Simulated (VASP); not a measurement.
# Pt12CO in VASP: a series of runs

The runs below take Pt12CO through relaxation of the atoms, single point, with PBE.

Program: VASP 6.6.1. These are calculated values, not measurements. Logs are shortened: lines on timing, memory, paths and dates and some standing lists are left out, and cuts for length are marked.

### Step 1. The cell of the first run

The cell holds a slab with vacuum, 14 atoms: a = 5.614 Å, b = 5.614 Å, c = 21.269 Å, α = 90.00°, β = 90.00°, γ = 120.00°.

### Step 2. Relaxation of the atoms, PBE

Contents of INCAR:

```
SYSTEM = Pt12CO
  ALGO = Normal
  DIPOL = 0.5 0.5 0.324
  EDIFF = 1E-7
  EDIFFG = -0.025
  ENCUT = 520
  GGA = PE
  GGA_COMPAT = .False.
  IBRION = 2
  IDIPOL = 3
  ISIF = 2
  ISMEAR = 0
  KPAR = 4
  LASPH = .True.
  LCHARG = .False.
  LDIPOL = .True.
  LREAL = .False.
  LWAVE = .False.
  NELM = 120
  NELMDL = -8
  NELMIN = 4
  NSW = 36
  PREC = Accurate
  SIGMA = 0.1
```

Contents of KPOINTS:

```
k-points
0
Gamma
  6 6 1
  0 0 0
```

Contents of POSCAR:

```
Pt12CO
1.0
    5.6143281343      0.0000000000      0.0000000000
   -2.8071640672      4.8621507895      0.0000000000
    0.0000000000      0.0000000000     21.2692653717
Pt C O
12 1 1
Selective dynamics
Direct
    0.3333333333      0.1666666667      0.1880647935  F F F
    0.3333333333      0.6666666667      0.1880647935  F F F
    0.8333333333      0.1666666667      0.1880647935  F F F
    0.8333333333      0.6666666667      0.1880647935  F F F
    0.1666666667      0.3333333333      0.2966582686  F F F
    0.1666666667      0.8333333333      0.2966582686  F F F
    0.6666666667      0.3333333333      0.2966582686  F F F
    0.6666666667      0.8333333333      0.2966582686  F F F
    0.0000000000      0.0000000000      0.4052450906  F F F
    0.0000000000      0.5000000000      0.4052450906  F F F
    0.5000000000      0.0000000000      0.4052450906  F F F
    0.5000000000      0.5000000000      0.4052450906  F F F
    0.1666666667      0.3333333333      0.4596654963  F F T
    0.1666666667      0.3333333333      0.5137341244  F F T
```

Potentials or basis: VASP PAW PBE potentials, release 64 (Pt, C, O).

Started as:

```bash
> cat potpaw_PBE.64/Pt/POTCAR potpaw_PBE.64/C/POTCAR potpaw_PBE.64/O/POTCAR > POTCAR
> mpirun -np 4 vasp_std > vasp.out
```

OUTCAR:

```text
SYSTEM = Pt12CO
   EDIFF = 1E-7
   EDIFFG = -0.025
   ENCUT = 520
   GGA = PE
   IBRION = 2
   ISIF = 2
   ISMEAR = 0
   LASPH = .True.
   LREAL = .False.
   NELM = 120
   NELMDL = -8
   NELMIN = 4
   NSW = 36
   PREC = Accurate

 ion  position               nearest neighbor table
   1  0.333  0.167  0.188-   4 2.81   4 2.81   3 2.81   3 2.81   2 2.81   2 2.81   5 2.82   7 2.82
                             6 2.82
   2  0.333  0.667  0.188-   3 2.81   3 2.81   4 2.81   4 2.81   1 2.81   1 2.81   6 2.82   8 2.82
                             5 2.82
   3  0.833  0.167  0.188-   2 2.81   2 2.81   1 2.81   1 2.81   4 2.81   4 2.81   7 2.82   5 2.82
                             8 2.82
   4  0.833  0.667  0.188-   1 2.81   1 2.81   2 2.81   2 2.81   3 2.81   3 2.81   8 2.82   6 2.82
                             7 2.82
   5  0.167  0.333  0.297-   8 2.81   8 2.81   7 2.81   7 2.81   6 2.81   6 2.81  12 2.82   9 2.82
                            10 2.82   1 2.82   3 2.82   2 2.82
   6  0.167  0.833  0.297-   7 2.81   7 2.81   8 2.81   8 2.81   5 2.81   5 2.81  11 2.82  10 2.82
                             9 2.82   2 2.82   4 2.82   1 2.82
   7  0.667  0.333  0.297-   6 2.81   6 2.81   5 2.81   5 2.81   8 2.81   8 2.81  10 2.82  11 2.82
                            12 2.82   3 2.82   1 2.82   4 2.82
   8  0.667  0.833  0.297-   5 2.81   5 2.81   6 2.81   6 2.81   7 2.81   7 2.81   9 2.82  12 2.82
                            11 2.82   4 2.82   2 2.82   3 2.82
   9  0.000  0.000  0.405-  13 1.99  12 2.81  12 2.81  11 2.81  11 2.81  10 2.81  10 2.81   8 2.82
                             5 2.82   6 2.82
  10  0.000  0.500  0.405-  13 1.99  11 2.81  11 2.81  12 2.81  12 2.81   9 2.81   9 2.81   7 2.82
                             6 2.82   5 2.82
  11  0.500  0.000  0.405-  10 2.81  10 2.81   9 2.81   9 2.81  12 2.81  12 2.81   6 2.82   7 2.82
                             8 2.82
  12  0.500  0.500  0.405-  13 1.99   9 2.81   9 2.81  10 2.81  10 2.81  11 2.81  11 2.81   5 2.82
                             8 2.82   7 2.82
  13  0.167  0.333  0.460-  14 1.15  12 1.99   9 1.99  10 1.99
  14  0.167  0.333  0.514-  13 1.15

  LATTYP: Found a hexagonal cell.
 ALAT       =     5.6143281343
 C/A-ratio  =     3.7883901445

  Lattice vectors:

 A1 = (   5.6143281343,   0.0000000000,   0.0000000000)
 A2 = (  -2.8071640672,   4.8621507895,   0.0000000000)
 A3 = (   0.0000000000,   0.0000000000,  21.2692653717)

Analysis of symmetry for initial positions (statically):
=====================================================================
 Subroutine PRICEL returns:
 Original cell was already a primitive cell.

 Routine SETGRP: Setting up the symmetry group for a
 hexagonal supercell.

 Subroutine GETGRP returns: Found  6 space group operations
 (whereof  2 operations were pure point group operations)
 out of a pool of 24 trial point group operations.

The static configuration has the point symmetry C_1h.
 The point group associated with its full space group is C_3v.

Analysis of symmetry for dynamics (positions and initial velocities):
=====================================================================
 Subroutine PRICEL returns:
 Original cell was already a primitive cell.

 Routine SETGRP: Setting up the symmetry group for a
 hexagonal supercell.

 Subroutine GETGRP returns: Found  6 space group operations
 (whereof  2 operations were pure point group operations)
 out of a pool of 24 trial point group operations.

The dynamic configuration has the point symmetry C_1h.
 The point group associated with its full space group is C_3v.

Analysis of constrained symmetry for selective dynamics:
=====================================================================
 Subroutine PRICEL returns:
 Original cell was already a primitive cell.

 Routine SETGRP: Setting up the symmetry group for a
 hexagonal supercell.

 Subroutine GETGRP returns: Found  6 space group operations
 (whereof  2 operations were pure point group operations)
 out of a pool of 24 trial point group operations.

The constrained configuration has the point symmetry C_1h.
 The point group associated with its full space group is C_3v.

 Subroutine INISYM returns: Found  6 space group operations
 (whereof  2 operations are pure point group operations),
 and found     1 'primitive' translations

----------------------------------------------------------------------------------------

                                     Primitive cell

  volume of cell :     580.6022

  direct lattice vectors                    reciprocal lattice vectors
     5.614328134  0.000000000  0.000000000     0.178115703  0.102835149  0.000000000
    -2.807164067  4.862150790  0.000000000     0.000000000  0.205670298  0.000000000
     0.000000000  0.000000000 21.269265372     0.000000000  0.000000000  0.047016198

  length of vectors
     5.614328134  5.614328134 21.269265372     0.205670298  0.205670298  0.047016198

  position of ions in fractional coordinates (direct lattice)
     0.333333333  0.166666667  0.188064793
     0.333333333  0.666666667  0.188064793
     0.833333333  0.166666667  0.188064793
     0.833333333  0.666666667  0.188064793
     0.166666667  0.333333333  0.296658269
     0.166666667  0.833333333  0.296658269
     0.666666667  0.333333333  0.296658269
     0.666666667  0.833333333  0.296658269
     0.000000000  0.000000000  0.405245091
     0.000000000  0.500000000  0.405245091
     0.500000000  0.000000000  0.405245091
     0.500000000  0.500000000  0.405245091
     0.166666667  0.333333333  0.459665496
     0.166666667  0.333333333  0.513734124

  ion indices of the primitive-cell ions
   primitive index   ion index
                 1           1
                 2           2
                 3           3
                 4           4
                 5           5
                 6           6
                 7           7
                 8           8
                 9           9
                10          10
                11          11
                12          12
                13          13
                14          14

----------------------------------------------------------------------------------------

 KPOINTS: k-points

Automatic generation of k-mesh.
 Grid dimensions read from file:
 generate k-points for:    6    6    1

 Generating k-lattice:

  Cartesian coordinates                     Fractional coordinates (reciprocal lattice)
     0.029685950  0.017139191  0.000000000     0.166666667  0.000000000  0.000000000
     0.000000000  0.034278383  0.000000000     0.000000000  0.166666667  0.000000000
     0.000000000  0.000000000  0.047016198     0.000000000  0.000000000  1.000000000

  Length of vectors
     0.034278383  0.034278383  0.047016198

  Shift w.r.t. Gamma in fractional coordinates (k-lattice)
     0.000000000  0.000000000  0.000000000

 Subroutine IBZKPT returns following result:
 ===========================================

 Found      7 irreducible k-points:

 Following reciprocal coordinates:
            Coordinates               Weight
  0.000000  0.000000  0.000000      1.000000
  0.166667  0.000000  0.000000      6.000000
  0.333333  0.000000  0.000000      6.000000
  0.500000  0.000000  0.000000      3.000000
  0.166667  0.166667  0.000000      6.000000
  0.333333  0.166667  0.000000     12.000000
  0.333333  0.333333  0.000000      2.000000
   k-points           NKPTS =      7   k-points in BZ     NKDIM =      7   number of bands    NBANDS=     78
   number of dos      NEDOS =    301   number of ions     NIONS =     14
   total plane-waves  NPLWV = 282240
   dimension x,y,z NGX =    42 NGY =   42 NGZ =  160
   dimension x,y,z NGXF=    84 NGYF=   84 NGZF=  320
   ions per type =              12   1   1
   NGX,Y,Z   is equivalent  to a cutoff of  12.44, 12.44, 12.51 a.u.
   NGXF,Y,Z  is equivalent  to a cutoff of  24.87, 24.87, 25.01 a.u.
 SYSTEM =  Pt12CO
   PREC   = accura    normal or accurate (medium, high low for compatibility)
   ISTART =      0    job   : 0-new  1-cont  2-samecut
   ICHARG =      2    charge: 1-file 2-atom 10-const
   ISPIN  =      1    spin polarized calculation?
   LNONCOLLINEAR =      F non collinear calculations
   LSORBIT =      F    spin-orbit coupling
   LASPH  =      T    aspherical Exc in radial PAW
   ENCUT  =  520.0 eV  38.22 Ry    6.18 a.u.  10.44 10.44 39.55*2*pi/ulx,y,z
   NELM   =    120;   NELMIN=  4; NELMDL= -8     # of ELM steps
   EDIFF  = 0.1E-06   stopping-criterion for ELM
   LREAL  =      F    real-space projection
   EDIFFG = -.3E-01   stopping-criterion for IOM
   NSW    =     36    number of steps for IOM
   IBRION =      2    ionic relax: 0-MD 1-quasi-New 2-CG
   NFREE  =      1    steps in history (QN), initial steepest desc. (CG)
   ISIF   =      2    stress and relaxation
   ISYM   =      2    0-nonsym 1-usesym 2-fastsym
   POTIM  = 0.5000    time-step for ionic-motion
   TEBEG  =    0.0;   TEEND  =   0.0 temperature during run
   PSTRESS=    0.0 pullay stress
   NELECT =     130.0000    total number of electrons
   NUPDOWN=      -1.0000    fix difference up-down
   EMIN   =  10.00;   EMAX   =-10.00  energy-range for DOS
   EFERMI =   0.00;   METHOD = LEGACY
   ISMEAR =     0;   SIGMA  =   0.10  broadening in eV -4-tet -1-fermi 0-gaus
   EFERMI_NEDOS =   21; number of points for ismear=-14 and -15
   IALGO  =     38    algorithm
   IMIX   =      4    mixing-type and parameters
     AMIX     =   0.40;   BMIX     =  1.00
     AMIX_MAG =   1.60;   BMIX_MAG =  1.00
  volume/ion in A,a.u.               =      41.47       279.86
  Fermi-wavevector in a.u.,A,eV,Ry     =   0.994099  1.878575 13.445729  0.988233
  Thomas-Fermi vector in A             =   2.126027
   LORBIT       =      0    0 simple, 1 ext, 2 COOP (PROOUT), +10 PAW based schemes
   GGA     = PE    functional components
   LHFCALC =     F    Hartree Fock is set to
   AEXX    =    0.0000 exact exchange contribution
   IVDW    =     0    specifies the selected vdW correction
   LEPSILON=     F    determine dielectric tensor
   LRPA    =     F    only Hartree local field effects (RPA)
 conjugate gradient relaxation of ions
 non-spin polarized calculation
 Gauss-broadening in eV      SIGMA  =   0.10
  energy-cutoff  :      520.00
  volume of cell :      580.60
 maximum number of plane-waves:     15691
 NGX is ok and might be reduce to    42
   NGX = 21   NGY = 21   NGZ = 79

 dipolmoment           0.000000      0.000000     -0.376359 electrons x Angstroem

--------------------------------------- Ionic step        1  -------------------------------------------

 number of electron     129.9999988 magnetization

 Free energy of the ion-electron system (eV)
  ---------------------------------------------------
  ext. energy  EPLUGINS =         0.00000000
  ---------------------------------------------------
  free energy    TOTEN  =       -84.13085485 eV

  energy without entropy =      -84.00004845  energy(sigma->0) =      -84.06545165

------------------------ aborting loop because EDIFF is reached ----------------------------------------

  FORCE on cell =-STRESS in cart. coord.  units (eV):
  Direction    XX          YY          ZZ          XY          YZ          ZX
  --------------------------------------------------------------------------------------
  -------------------------------------------------------------------------------------
  Total      -12.0891882    -12.0891882     13.5571845      0.0000000      0.0000000      0.0000000
  in kB      -33.3602284    -33.3602284     37.4111780      0.0000000      0.0000000      0.0000000
  external PRESSURE =      -9.7697596 kB  Pullay stress =       0.0000000 kB
[... 371 lines left out ...]
--------------------------------------- Ionic step        9  -------------------------------------------

 number of electron     129.9999986 magnetization

 dipolmoment           0.000000      0.000000      0.123305 electrons x Angstroem

 Free energy of the ion-electron system (eV)
  ---------------------------------------------------
  ext. energy  EPLUGINS =         0.00000000
  ---------------------------------------------------
  free energy    TOTEN  =       -84.59946357 eV

  energy without entropy =      -84.46988167  energy(sigma->0) =      -84.53467262

 E-fermi :  -0.5274     XC(G=0):  -5.4354

 val. band max:       -0.5394104278   @ k =   0.1667   0.1667   0.0000
 cond. band min:      -0.5234726481   @ k =   0.5000   0.0000   0.0000
 fundamental gap:      0.0159377797
 Fermi energy:        -0.5273783696

 k-point     1 :       0.0000    0.0000    0.0000
  band No.  band energies     occupation
      1     -22.6837      2.00000
      2     -11.2114      2.00000
      3      -9.1377      2.00000
      4      -7.5350      2.00000
      5      -7.2218      2.00000
      6      -7.1698      2.00000
[... 549 lines left out ...]
     76       3.5330      0.00000
     77       4.5271      0.00000
 [bands above 77 left out]

------------------------ aborting loop because EDIFF is reached ----------------------------------------

 vacuum level on the upper side and lower side of the slab       (xc-potential included)         0.392        -0.405

  FORCE on cell =-STRESS in cart. coord.  units (eV):
  Direction    XX          YY          ZZ          XY          YZ          ZX
  --------------------------------------------------------------------------------------
  -------------------------------------------------------------------------------------
  Total      -16.1053934    -16.1053934      2.0311474      0.0000000      0.0000000      0.0000000
  in kB      -44.4429846    -44.4429846      5.6049702      0.0000000      0.0000000      0.0000000
  external PRESSURE =     -27.7603330 kB  Pullay stress =       0.0000000 kB
[... 29 lines left out ...]
  FREE ENERGIE OF THE ION-ELECTRON SYSTEM (eV)
  ---------------------------------------------------
  free  energy   TOTEN  =       -84.5994635719 eV

  energy  without entropy=      -84.4698816667  energy(sigma->0) =      -84.53467262

 reached required accuracy - stopping structural energy minimisation

 vacuum level on the upper side and lower side of the slab         6.094         5.277
```

Wall time 19 min (4 MPI ranks of AMD EPYC 9R45 (Zen 5), shared host); peak memory 0.83 GiB.

Results:

| Property | Result |
| --- | --- |
| Free energy | -84.5995 eV |
| Energy gained by relaxing | 33.5 meV/atom |
| Ionic steps | 9 |
| Band gap on the k mesh | zero (bands 65 and 66 overlap by 0.65 eV) |

The path:
```csv
step,energy change (eV),largest force on free atoms (eV/Å),pressure (GPa)
1,0.0000,5.6978,-0.98
2,1.9091,10.2961,-2.52
3,0.1185,7.1694,-2.05
4,-0.1024,3.6294,-1.61
5,-0.1119,2.6929,-1.50
6,-0.1122,2.4822,-1.48
7,-0.3329,1.4764,-2.02
8,-0.4686,0.0386,-2.76
9,-0.4686,0.0230,-2.78
```

Final structure:
```yaml
crystal:
  lattice:
    - [5.61433, 0.00000, 0.00000]
    - [-2.80716, 4.86215, 0.00000]
    - [0.00000, 0.00000, 21.26927]
  atoms:
    - { symbol: Pt, position: [0.33333, 0.16667, 0.18806] }
    - { symbol: Pt, position: [0.33333, 0.66667, 0.18806] }
    - { symbol: Pt, position: [0.83333, 0.16667, 0.18806] }
    - { symbol: Pt, position: [0.83333, 0.66667, 0.18806] }
    - { symbol: Pt, position: [0.16667, 0.33333, 0.29666] }
    - { symbol: Pt, position: [0.16667, 0.83333, 0.29666] }
    - { symbol: Pt, position: [0.66667, 0.33333, 0.29666] }
    - { symbol: Pt, position: [0.66667, 0.83333, 0.29666] }
    - { symbol: Pt, position: [0.00000, 0.00000, 0.40525] }
    - { symbol: Pt, position: [0.00000, 0.50000, 0.40525] }
    - { symbol: Pt, position: [0.50000, 0.00000, 0.40525] }
    - { symbol: Pt, position: [0.50000, 0.50000, 0.40525] }
    - { symbol: C, position: [0.16667, 0.33333, 0.46984] }
    - { symbol: O, position: [0.16667, 0.33333, 0.52581] }
```

Levels at points of the mesh, in eV from the Fermi level:
```tsv
k point	band 63	band 64	band 65	band 66	band 67	band 68
(0.00, 0.00, 0.00)	0.29	0.38	0.38	0.59	0.59	0.61
(0.50, 0.00, 0.00)	-0.26	-0.21	-0.05	0.00	0.22	0.26
```

Caveat: spin-orbit coupling is left out, which moves the levels of the heavy elements.

### Step 3. Single point, PBE

Contents of INCAR:

```
  PREC = Accurate
  ENCUT = 520
  EDIFF = 1E-7
  ISMEAR = 0
  SIGMA = 0.1
  LREAL = F
  LASPH = T
  NELM = 80
  ALGO = Normal
  ISIF = 2
  LWAVE = F
  LCHARG = F
  LDIPOL = T
  IDIPOL = 3
  DIPOL = 0.5 0.5 0.328
  GGA = PE
  NBANDS = 78
```

Contents of KPOINTS:

```
regular mesh
0
Gamma
  6 6 1
```

Contents of POSCAR:

```
Pt12CO
1.0
    5.6143281343      0.0000000000      0.0000000000
   -2.8071640672      4.8621507895      0.0000000000
    0.0000000000      0.0000000000     21.2692653717
Pt C O
12 1 1
Direct
    0.3333333333      0.1666666667      0.1880647935
    0.3333333333      0.6666666667      0.1880647935
    0.8333333333      0.1666666667      0.1880647935
    0.8333333333      0.6666666667      0.1880647935
    0.1666666667      0.3333333333      0.2966582686
    0.1666666667      0.8333333333      0.2966582686
    0.6666666667      0.3333333333      0.2966582686
    0.6666666667      0.8333333333      0.2966582686
    0.0000000000      0.0000000000      0.4052450906
    0.0000000000      0.5000000000      0.4052450906
    0.5000000000      0.0000000000      0.4052450906
    0.5000000000      0.5000000000      0.4052450906
    0.0000000000      0.0000000000      0.4922938563
    0.0000000000      0.0000000000      0.5463598837
```

Potentials or basis: VASP PAW PBE potentials, release 64 (Pt, C, O).

Started as:

```bash
> cat potpaw_PBE.64/Pt/POTCAR potpaw_PBE.64/C/POTCAR potpaw_PBE.64/O/POTCAR > POTCAR
> mpirun -np 1 vasp_std > vasp.out
```

Run time: 16 min. Hardware: 1 thread of Oxide Virtual Turin-like, shared host; peak memory 0.71 GiB.

It converged, with:

```yaml
Free_energy: -84.4696 eV
Largest_force: 0.876 eV/Å
Band_gap_on_the_k_mesh: zero (bands 65 and 66 overlap by 0.84 eV)
```

Forces on the atoms (eV/Å):
```
Pt  -0.008 -0.005  0.094
Pt   0.000  0.000 -0.384
Pt   0.008 -0.005  0.094
Pt   0.000  0.009  0.094
Pt   0.000  0.100 -0.030
Pt   0.087 -0.050 -0.030
Pt   0.000  0.000  0.033
Pt  -0.087 -0.050 -0.030
Pt   0.000  0.000  0.876
Pt   0.021  0.012 -0.254
Pt   0.000 -0.025 -0.254
Pt  -0.021  0.012 -0.254
C    0.000  0.000 -0.773
O    0.000  0.000  0.819
```

Levels at points of the mesh, in eV from the Fermi level:
```
           k point  band 63  band 64  band 65  band 66  band 67  band 68
(0.00, 0.00, 0.00)     0.30     0.33     0.53     0.59     0.60     0.60
(0.50, 0.00, 0.00)    -0.35    -0.13    -0.09     0.04     0.18     0.26
```

Caveat: spin-orbit coupling is left out, which moves the levels of the heavy elements.

(Continued in part 2 of 2.)
